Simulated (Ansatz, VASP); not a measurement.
## Two plane-wave programs on BN

Contents of INCAR:

```
  ALGO = Normal
  EDIFF = 1E-6
  ENCUT = 520
  GGA = PE
  ISIF = 2
  ISMEAR = 0
  IVDW = 12
  LASPH = T
  LCHARG = T
  LELF = T
  LREAL = F
  LVHAR = T
  LWAVE = F
  NBANDS = 16
  NELM = 100
  PREC = Accurate
  SIGMA = 0.05
```

File KPOINTS:

```
k-points
0
Gamma
  12 12 4
```

The input POSCAR:

```
BN
1.0
    2.3059230574      0.0000000000      0.0000000000
   -1.1529615287      1.9969879469      0.0000000000
    0.0000000000      0.0000000000      6.6168468515
B N
2 2
Direct
    0.3333333333      0.6666666667      0.2500000000
    0.6666666667      0.3333333333      0.7500000000
    0.3333333333      0.6666666667      0.7500000000
    0.6666666667      0.3333333333      0.2500000000
```

Input for Ansatz:

```yaml
crystal:
  lattice:
    - [2.3059230574, 0.0, 0.0]
    - [-1.1529615287, 1.9969879469, 0.0]
    - [0.0, 0.0, 6.6168468515]
  atoms:
    - { symbol: B, position: [0.3333333333, 0.6666666667, 0.25] }
    - { symbol: B, position: [0.6666666667, 0.3333333333, 0.75] }
    - { symbol: "N", position: [0.3333333333, 0.6666666667, 0.75] }
    - { symbol: "N", position: [0.6666666667, 0.3333333333, 0.25] }
basis:
  ecutwfc: 420
kpoints:
  mp_grid: { grid: [12, 12, 4] }
hamiltonian:
  xc: pbe
  dispersion: d3bj
scf:
  occupations: { method: gaussian, width: 0.05 }
output:
  forces: true
  stress: true
  eigenvalues: true
```

Change from the starting cell: strain -0.080 along x and y, +0.000 along z, atoms carried along.

Alike in both runs: task single point; functional PBE; dispersion D3(BJ); k mesh 12 × 12 × 4; occupations gaussian, width 0.05 eV; no spin polarisation.

|  | VASP | Ansatz |
| --- | --- | --- |
| version | VASP 6.6.1 | Ansatz 0.2.0 |
| potentials or method | VASP PAW PBE potentials, release 64 (B, N), cutoff 520 eV | scalar-relativistic, plane waves, PAW |
| valence electrons in the cell | 16 | 16 |

```csv
,VASP,Ansatz,Ansatz less VASP
gap on the k mesh at the Fermi level (eV),4.64,4.65,+0.015
least direct gap on the mesh (eV),5.26,5.27,+0.006
pressure (GPa),86.2,86.0,-0.13
"traceless stress, the component that is largest in VASP (GPa)",-86.89,-86.52,+0.365
```

Both programs put the cell under a high pressure, so it lies far from rest at this level.

Noted on VASP's run: the cell as given lies far from equilibrium.
